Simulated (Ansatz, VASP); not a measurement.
MgTl: VASP beside Ansatz

Contents of INCAR:

```
SYSTEM = MgTl
PREC = Accurate ; ENCUT = 520
EDIFF = 1E-6 ; ISMEAR = -1
SIGMA = 0.05 ; LREAL = .False.
LASPH = .True. ; NELM = 100
ALGO = Normal ; ISIF = 2
LWAVE = .False. ; LCHARG = .False.
GGA = CA ; NBANDS = 14
```

KPOINTS

```
Automatic mesh
0
Gamma
  9 9 9
  0 0 0
```

Contents of POSCAR:

```
MgTl
1.0
    3.6350000000      0.0000000000      0.0000000000
    0.0000000000      3.6350000000      0.0000000000
    0.0000000000      0.0000000000      3.6713500000
Mg Tl
1 1
Direct
    0.0000000000      0.0000000000      0.0000000000
    0.5000000000      0.5000000000      0.5000000000
```

Input for Ansatz:

```yaml
crystal:
  lattice:
    - [3.635, 0.0, 0.0]
    - [0.0, 3.635, 0.0]
    - [0.0, 0.0, 3.67135]
  atoms:
    - { symbol: Mg, position: [0.0, 0.0, 0.0] }
    - { symbol: Tl, position: [0.5, 0.5, 0.5] }
kpoints:
  mp_grid: { grid: [9, 9, 9] }
  band_path:
    path:
      - [0.0, 0.0, 0.0]
      - [0.0, 0.5, 0.0]
      - [0.5, 0.5, 0.0]
      - [0.0, 0.0, 0.0]
      - [0.0, 0.0, 0.5]
      - [0.0, 0.5, 0.5]
      - [0.5, 0.5, 0.5]
      - [0.0, 0.0, 0.5]
      - [0.0, 0.5, 0.0]
    npoints: 5
scf:
  occupations: { method: fermi_dirac, width: 0.05 }
hamiltonian:
  xc: lda
  pseudopotentials: { kind: all_electron, lapw: { basis_error: 0.0005 } }
output:
  forces: true
  stress: true
  eigenvalues: true
```

Change from the starting cell: zz strain of +1 %.

Alike in both runs: task single point; functional LDA; k mesh 9 × 9 × 9; occupations fermi-dirac, width 0.05 eV; no spin polarisation.

|  | VASP | Ansatz |
| --- | --- | --- |
| version | VASP 6.6.1 | Ansatz 0.2.0 |
| potentials or method | VASP PAW LDA potentials, release 64 (Mg, Tl_d), cutoff 520 eV | all-electron LAPW, scalar-relativistic |

```tsv
	VASP	Ansatz	Ansatz less VASP
pressure (GPa)	-3.0	-2.8	+0.29
traceless stress, the component that is largest in VASP (GPa)	0.22	0.21	-0.008
```

LDA's correlation is that of Perdew and Zunger in VASP and of Perdew and Wang (1992) in Ansatz. Ansatz ran all-electron here, and VASP with PAW potentials.

Spin-orbit coupling is off throughout.
